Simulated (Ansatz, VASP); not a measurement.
Two plane-wave programs on SiW4

INCAR

```
PREC     = Accurate       # precision mode
ENCUT    = 600            # plane-wave cutoff, eV
EDIFF    = 1E-6           # SCF threshold, eV
ISMEAR   = 0              # smearing method
SIGMA    = 0.1            # smearing width, eV
LREAL    = F              # projectors in reciprocal space
LASPH    = T              # aspherical terms in the spheres
NELM     = 80             # most SCF steps
ALGO     = Normal         # electronic algorithm
ISIF     = 3              # what is computed and relaxed
LWAVE    = F              # write WAVECAR
LCHARG   = F              # write CHGCAR
GGA      = PE             # functional
IBRION   = 2              # ionic algorithm
NSW      = 90             # ionic steps
EDIFFG   = -0.04          # ionic threshold
```

Contents of KPOINTS:

```
Automatic mesh
0
Gamma
  4 4 4
```

POSCAR

```
SiW4
1.0
    4.6116369500      0.0000000000      0.0000000000
    0.0000000000      4.6116369500      0.0000000000
    0.0000000000      0.0000000000      4.3866159800
Si W
1 4
Direct
    0.0000000000      0.0000000000      0.0000000000
    0.1985496600      0.5000000000      0.5000000000
    0.8014503400      0.5000000000      0.5000000000
    0.5000000000      0.1985496600      0.5000000000
    0.5000000000      0.8014503400      0.5000000000
```

Input for Ansatz:

```yaml
crystal:
  lattice:
    - [4.61163695, 0.0, 0.0]
    - [0.0, 4.61163695, 0.0]
    - [0.0, 0.0, 4.38661598]
  atoms:
    - { symbol: Si, position: [0.0, 0.0, 0.0] }
    - { symbol: W, position: [0.19854966, 0.5, 0.5] }
    - { symbol: W, position: [0.80145034, 0.5, 0.5] }
    - { symbol: W, position: [0.5, 0.19854966, 0.5] }
    - { symbol: W, position: [0.5, 0.80145034, 0.5] }
basis:
  ecutwfc: 420
kpoints:
  mp_grid: { grid: [4, 4, 4] }
hamiltonian:
  xc: pbe
scf:
  occupations: { method: gaussian, width: 0.1 }
  lower_state_search: "off"
output:
  forces: true
  stress: true
  eigenvalues: true
relax:
  adjacent_minimum: "off"
  f_tol: 0.04
  max_steps: 70
  cell: { stress_tol: 0.4 }
```

Alike in both runs: task relaxation of cell and atoms; functional PBE; k mesh 4 × 4 × 4; occupations gaussian, width 0.1 eV; no spin polarisation.

|  | VASP | Ansatz |
| --- | --- | --- |
| version | VASP 6.6.1 | Ansatz 0.2.0 |
| potentials or method | VASP PAW PBE potentials, release 64 (Si, W_sv), cutoff 600 eV | scalar-relativistic, plane waves, PAW |
| valence electrons in the cell | 60 | 60 |

|  | VASP | Ansatz | Ansatz less VASP |
| --- | --- | --- | --- |
| gap on the k mesh at the Fermi level, each at its own relaxed structure (eV) | none | none | - |
| relaxed volume (Å³/atom) | 19.84 | 19.78 | -0.058 |
| relaxed cell length with the largest relative difference (Å) | 2.668 | 2.663 | -0.0045 |

A gap of «none» marks a metal or a gap that the smearing closes.

Spin-orbit coupling is off throughout.
